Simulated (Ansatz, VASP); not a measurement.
W in VASP and in Ansatz

Contents of INCAR:

```
SYSTEM = W
  PREC = Accurate
  ENCUT = 520
  EDIFF = 1E-7
  ISMEAR = 0
  SIGMA = 0.15
  LREAL = .False.
  LASPH = .True.
  NELM = 100
  ALGO = Fast
  ISIF = 2
  LWAVE = .False.
  LCHARG = .False.
  NBANDS = 13
```

File KPOINTS:

```
Automatic mesh
0
Gamma
  22 22 22
  0 0 0
```

The input POSCAR:

```
W
1.0
   -1.1807188838      1.6383472932      1.6383472932
    1.6383472932     -1.1807188838      1.6383472932
    1.6383472932      1.6383472932     -1.1807188838
W
1
Direct
    0.0000000000      0.0000000000      0.0000000000
```

Input for Ansatz:

```yaml
crystal:
  lattice:
    - [-1.1807188838, 1.6383472932, 1.6383472932]
    - [1.6383472932, -1.1807188838, 1.6383472932]
    - [1.6383472932, 1.6383472932, -1.1807188838]
  atoms:
    - { symbol: W, position: [0.0, 0.0, 0.0] }
basis:
  ecutwfc: 420
kpoints:
  mp_grid: { grid: [22, 22, 22] }
hamiltonian:
  xc: lda
  pseudopotentials: { kind: paw, azcp: { folder: soft_1 } }
scf:
  occupations: { method: gaussian, width: 0.15 }
output:
  forces: true
  stress: true
  eigenvalues: true
```

Alike in both runs: task single point; functional LDA; k mesh 22 × 22 × 22; occupations gaussian, width 0.15 eV; no spin polarisation.

|  | VASP | Ansatz |
| --- | --- | --- |
| version | VASP 6.6.1 | Ansatz 0.2.0 |
| potentials or method | VASP PAW LDA potentials, release 64 (W_sv), cutoff 520 eV | scalar-relativistic, plane waves, PAW |
| valence electrons in the cell | 14 | 14 |

|  | VASP | Ansatz | Ansatz less VASP |
| --- | --- | --- | --- |
| gap on the k mesh at the Fermi level (eV) | none | none | - |
| pressure (GPa) | 0.6 | -1.1 | -1.69 |
| traceless stress, the component that is largest in VASP (GPa) | -14.99 | -14.80 | +0.185 |

Ansatz warns that its potentials were made for another functional, while VASP's fit it. LDA's correlation is that of Perdew and Zunger in VASP and of Perdew and Wang (1992) in Ansatz. A gap of «none» marks a metal or a gap that the smearing closes.

Neither program's run includes spin-orbit coupling.
